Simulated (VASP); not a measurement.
# AgH16O8F in VASP: a series of runs

AgH16O8F is run at these levels: PBE; tasks: single point.

Program: VASP 6.6.1. These are calculated values, not measurements. Logs are shortened: lines on timing, memory, paths and dates and some standing lists are left out, and cuts for length are marked.

## 1. The cell of the first run

The cell holds a disordered packing, 26 atoms: a = 6.573 Å, b = 6.573 Å, c = 6.573 Å, α = 90.00°, β = 90.00°, γ = 90.00°.

## 2. Single point, PBE

Input file INCAR:

```
SYSTEM = AgH16O8F
PREC     = Accurate       ! precision mode
ENCUT    = 520            ! plane-wave cutoff, eV
EDIFF    = 1E-6           ! SCF threshold, eV
ISMEAR   = -1             ! smearing method
SIGMA    = 0.05           ! smearing width, eV
LREAL    = .False.        ! projectors in reciprocal space
LASPH    = .True.         ! aspherical terms in the spheres
NELM     = 120            ! most SCF steps
ALGO     = Normal         ! electronic algorithm
ISIF     = 2              ! what is computed and relaxed
LWAVE    = .False.        ! write WAVECAR
LCHARG   = .False.        ! write CHGCAR
GGA      = PE             ! functional
NBANDS   = 60             ! bands
GGA_COMPAT= .False.
```

Input file KPOINTS:

```
Automatic mesh
0
Gamma
  1 1 1
  0 0 0
```

Input file POSCAR:

```
AgH16O8F
1.0
    6.5731380000      0.0000000000      0.0000000000
    0.0000000000      6.5731380000      0.0000000000
    0.0000000000      0.0000000000      6.5731380000
O H Ag F
8 16 1 1
Direct
    0.9693543632      0.6365148579      0.6212709972
    0.3826787145      0.4420415333      0.7206147201
    0.5200560219      0.7250874696      1.1149621383
    0.1386400225      0.0552095514      0.5991963047
    0.8398424010      0.4656832095      0.1681540841
    0.4867081750     -0.0459749970      0.7788821717
    0.8633623697      0.2613972200      0.8196237474
    0.7097675418      1.0186002485      0.3959600422
    0.9167006687      0.5863865934      0.7516196982
    0.8816641306      0.5743984076      0.5251677357
    0.2825743199      0.5485355701      0.6871755925
    0.3044512377      0.3177782058      0.7027541488
    0.6528084455      0.6344610443      1.1065338960
    0.4924588530      0.7777563775      0.9865911837
    0.1513736666      0.1260128724      0.4518389847
    0.0545553737     -0.0616296204      0.5778366436
    0.7532323222      0.3832263981      0.2504131208
    0.8441173759      0.3841848444      0.0429475237
    0.5614061351     -0.0668174014      0.6506481379
    0.3516128826      0.0042293346      0.7200061827
    0.7588308659      0.1661763377      0.8032845195
    0.9636797523      0.1943820440      0.7346110792
    0.6341263488      0.9207778690      0.2936344863
    0.8433414908      1.0325813942      0.3476117495
    0.3227225718      0.4661091856      0.1734787859
    0.1961772292      0.1852387703      0.2601345050
```

Potentials or basis: VASP PAW PBE potentials, release 64 (O, H, Ag, F).

Run with:

```sh
cat potpaw_PBE.64/O/POTCAR potpaw_PBE.64/H/POTCAR potpaw_PBE.64/Ag/POTCAR potpaw_PBE.64/F/POTCAR > POTCAR
mpirun -np 1 vasp_gam > vasp.out
```

OUTCAR:

```text
SYSTEM = AgH16O8F
   PREC = Accurate
   ENCUT = 520
   EDIFF = 1E-6
   ISMEAR = -1
   LREAL = .False.
   LASPH = .True.
   NELM = 120
   ISIF = 2
   GGA = PE

 ion  position               nearest neighbor table
   1  0.969  0.637  0.621-  10 0.95   9 0.98
   2  0.383  0.442  0.721-  12 0.97  11 0.99
   3  0.520  0.725  0.115-  14 0.93  13 1.06  25 2.17
   4  0.139  0.055  0.599-  16 0.96  15 1.08
   5  0.840  0.466  0.168-  17 0.95  18 0.98
   6  0.487  0.954  0.779-  19 0.99  20 1.02
   7  0.863  0.261  0.820-  21 0.94  22 0.97
   8  0.710  0.019  0.396-  24 0.94  23 1.06
   9  0.917  0.586  0.752-   1 0.98
  10  0.882  0.574  0.525-   1 0.95
  11  0.283  0.549  0.687-   2 0.99
  12  0.304  0.318  0.703-   2 0.97
  13  0.653  0.634  0.107-   3 1.06
  14  0.492  0.778  0.987-   3 0.93
  15  0.151  0.126  0.452-   4 1.08  26 1.35
  16  0.055  0.938  0.578-   4 0.96
  17  0.753  0.383  0.250-   5 0.95
  18  0.844  0.384  0.043-   5 0.98
  19  0.561  0.933  0.651-   6 0.99
  20  0.352  0.004  0.720-   6 1.02
  21  0.759  0.166  0.803-   7 0.94
  22  0.964  0.194  0.735-   7 0.97
  23  0.634  0.921  0.294-   8 1.06
  24  0.843  0.033  0.348-   8 0.94
  25  0.323  0.466  0.173-  26 2.10   3 2.17
  26  0.196  0.185  0.260-  15 1.35  25 2.10

  LATTYP: Found a simple cubic cell.
 ALAT       =     6.5731380000

  Lattice vectors:

 A1 = (   6.5731380000,   0.0000000000,   0.0000000000)
 A2 = (   0.0000000000,   6.5731380000,   0.0000000000)
 A3 = (   0.0000000000,   0.0000000000,   6.5731380000)

Analysis of symmetry for initial positions (statically):
=====================================================================
 Subroutine PRICEL returns:
 Original cell was already a primitive cell.

 Routine SETGRP: Setting up the symmetry group for a
 simple cubic supercell.

 Subroutine GETGRP returns: Found  1 space group operations
 (whereof  1 operations were pure point group operations)
 out of a pool of 48 trial point group operations.

The static configuration has the point symmetry C_1 .

Analysis of symmetry for dynamics (positions and initial velocities):
=====================================================================
 Subroutine PRICEL returns:
 Original cell was already a primitive cell.

 Routine SETGRP: Setting up the symmetry group for a
 simple cubic supercell.

 Subroutine GETGRP returns: Found  1 space group operations
 (whereof  1 operations were pure point group operations)
[... 130 lines left out ...]
   IBRION =     -1    ionic relax: 0-MD 1-quasi-New 2-CG
   NFREE  =      0    steps in history (QN), initial steepest desc. (CG)
   ISIF   =      2    stress and relaxation
   ISYM   =      2    0-nonsym 1-usesym 2-fastsym
   POTIM  = 0.5000    time-step for ionic-motion
   TEBEG  =    0.0;   TEEND  =   0.0 temperature during run
   PSTRESS=    0.0 pullay stress
   NELECT =      82.0000    total number of electrons
   NUPDOWN=      -1.0000    fix difference up-down
   EMIN   =  10.00;   EMAX   =-10.00  energy-range for DOS
   EFERMI =   0.00;   METHOD = LEGACY
   ISMEAR =    -1;   SIGMA  =   0.05  broadening in eV -4-tet -1-fermi 0-gaus
   EFERMI_NEDOS =   21; number of points for ismear=-14 and -15
   IALGO  =     38    algorithm
   IMIX   =      4    mixing-type and parameters
     AMIX     =   0.40;   BMIX     =  1.00
     AMIX_MAG =   1.60;   BMIX_MAG =  1.00
  volume/ion in A,a.u.               =      10.92        73.71
  Fermi-wavevector in a.u.,A,eV,Ry     =   1.082032  2.044744 15.929604  1.170793
  Thomas-Fermi vector in A             =   2.218063
   LORBIT       =      0    0 simple, 1 ext, 2 COOP (PROOUT), +10 PAW based schemes
   GGA     = PE    functional components
   LHFCALC =     F    Hartree Fock is set to
   AEXX    =    0.0000 exact exchange contribution
   IVDW    =     0    specifies the selected vdW correction
   LEPSILON=     F    determine dielectric tensor
   LRPA    =     F    only Hartree local field effects (RPA)
 non-spin polarized calculation
  energy-cutoff  :      520.00
  volume of cell :      284.00
 maximum number of plane-waves:      3845
 NGX is ok and might be reduce to    50
   NGX = 25   NGY = 25   NGZ = 25

 number of electron      82.0000000 magnetization

 Free energy of the ion-electron system (eV)
  ---------------------------------------------------
  ext. energy  EPLUGINS =         0.00000000
  ---------------------------------------------------
  free energy    TOTEN  =      -122.66775037 eV

  energy without entropy =     -122.66775037  energy(sigma->0) =     -122.66775037

 E-fermi :  -1.4144     XC(G=0):  -7.0381

 val. band max:       -2.6400176763   @ k =   0.0000   0.0000   0.0000
 cond. band min:       0.7568965934   @ k =   0.0000   0.0000   0.0000
 fundamental gap:      3.3969142697
 Fermi energy:        -1.4144486013

 k-point     1 :       0.0000    0.0000    0.0000
  band No.  band energies     occupation
      1     -23.3298      2.00000
      2     -22.7089      2.00000
      3     -22.3445      2.00000
      4     -22.1899      2.00000
      5     -21.9768      2.00000
      6     -21.5662      2.00000
[... 45 lines left out ...]
     52       7.0528      0.00000
     53       7.2473      0.00000
 [bands above 53 left out]

------------------------ aborting loop because EDIFF is reached ----------------------------------------

  FORCE on cell =-STRESS in cart. coord.  units (eV):
  Direction    XX          YY          ZZ          XY          YZ          ZX
  --------------------------------------------------------------------------------------
  -------------------------------------------------------------------------------------
  Total        2.4949151      1.4683105      2.7353262      0.8785735     -1.0135072     -1.2789097
  in kB       14.0749904      8.2834307     15.4312627      4.9564468     -5.7176710     -7.2149314
  external PRESSURE =      12.5965613 kB  Pullay stress =       0.0000000 kB

 VOLUME and BASIS-vectors are now :
 -----------------------------------------------------------------------------
  energy-cutoff  :      520.00
  volume of cell :      284.00
      direct lattice vectors                 reciprocal lattice vectors
     6.573138000  0.000000000  0.000000000     0.152134338  0.000000000  0.000000000
     0.000000000  6.573138000  0.000000000     0.000000000  0.152134338  0.000000000
     0.000000000  0.000000000  6.573138000     0.000000000  0.000000000  0.152134338

 POSITION                                       TOTAL-FORCE (eV/Angst)
 -----------------------------------------------------------------------------------
      6.37170      4.18390      4.08370         0.735376      0.840475      1.218506
      2.51540      2.90560      4.73670        -0.382758      0.531396      0.056639
      3.41840      4.76610      0.75566         1.916089     -2.322531      3.253447
      0.91130      0.36290      3.93860         0.181418      1.490512     -0.459171
      5.52040      3.06100      1.10530        -0.050974      1.304938     -0.281698
      3.19920      6.27094      5.11970        -0.400833      0.211897     -0.681307
[... 18 lines left out ...]
      2.12130      3.06380      1.14030        -0.067600     -0.329563      0.111911
      1.28950      1.21760      1.70990        -0.131501      0.270570     -0.182182
 -----------------------------------------------------------------------------------
    total drift:                               -0.000376     -0.001233     -0.000810

  FREE ENERGIE OF THE ION-ELECTRON SYSTEM (eV)
  ---------------------------------------------------
  free  energy   TOTEN  =      -122.6677503653 eV

  energy  without entropy=     -122.6677503652  energy(sigma->0) =     -122.66775037
```

stdout:

```text
POSCAR found type information on POSCAR O H AgF
 POSCAR found :  4 types and      26 ions
 scaLAPACK will be used
 -----------------------------------------------------------------------------
|                                                                             |
|                                                                             |
|     You have a (more or less) 'large supercell' and for larger cells it     |
|     might be more efficient to use real-space projection operators.         |
|     Therefore, try LREAL= Auto in the INCAR file.                           |
|     Mind: For very accurate calculation, you might also keep the            |
|     reciprocal projection scheme (i.e. LREAL=.FALSE.).                      |
|                                                                             |
 -----------------------------------------------------------------------------

 LDA part: xc-table for (Slater+PW92), standard interpolation
 POSCAR, INCAR and KPOINTS ok, starting setup
 FFT: planning ... GRIDC
 FFT: planning ... GRID_SOFT
 FFT: planning ... GRID
 WAVECAR not read
 entering main loop
```

Run time: 19 s. Hardware: 1 thread of Intel Xeon 6975P-C (Granite Rapids), shared host; peak memory 0.33 GiB.

Results:

```
Free energy   : -122.6678 eV
Pressure      : 1.3 GPa
Largest force : 4.433 eV/Å
```

Forces in eV/Å, atoms in the order of the input:
```
O    0.735  0.840  1.219
O   -0.383  0.531  0.057
O    1.916 -2.323  3.253
O    0.181  1.491 -0.459
O   -0.051  1.305 -0.282
O   -0.401  0.212 -0.681
O    0.585  1.406  0.637
O   -3.089 -1.565 -0.805
H    0.105 -0.054 -0.341
H   -0.658 -0.555 -1.014
H    0.188 -0.285 -0.031
H    0.047 -0.106 -0.033
H   -1.075  0.877  0.157
H   -0.505  1.616 -3.235
H    0.500 -0.447  0.434
H   -0.440 -1.271  0.128
H   -0.684 -0.838  1.051
H    0.554 -0.499 -0.824
H    0.232 -0.010  0.242
H    0.510 -0.480  0.461
H   -2.482 -1.161  0.098
H    1.513 -0.177 -0.445
H    1.134  1.490  1.310
H    1.767  0.061 -0.828
Ag  -0.068 -0.330  0.112
F   -0.132  0.271 -0.182
```

Stress tensor (GPa, compression positive):
```
 1.41  0.50 -0.72
 0.50  0.83 -0.57
-0.72 -0.57  1.54
```

Levels at points of the mesh, in eV from the Fermi level:
| k point | band 37 | band 38 | band 39 | band 40 | band 41 | band 42 | band 43 | band 44 | band 45 | band 46 |
| --- | --- | --- | --- | --- | --- | --- | --- | --- | --- | --- |
| (0.00, 0.00, 0.00) | -2.13 | -2.02 | -1.82 | -1.77 | -1.23 | 2.17 | 4.91 | 5.42 | 6.02 | 6.26 |

Caveat: the k points lie up to 0.96 Å⁻¹ apart; the atoms stand as in a frame of molecular dynamics.

(Part 1 of 2 ends here.)
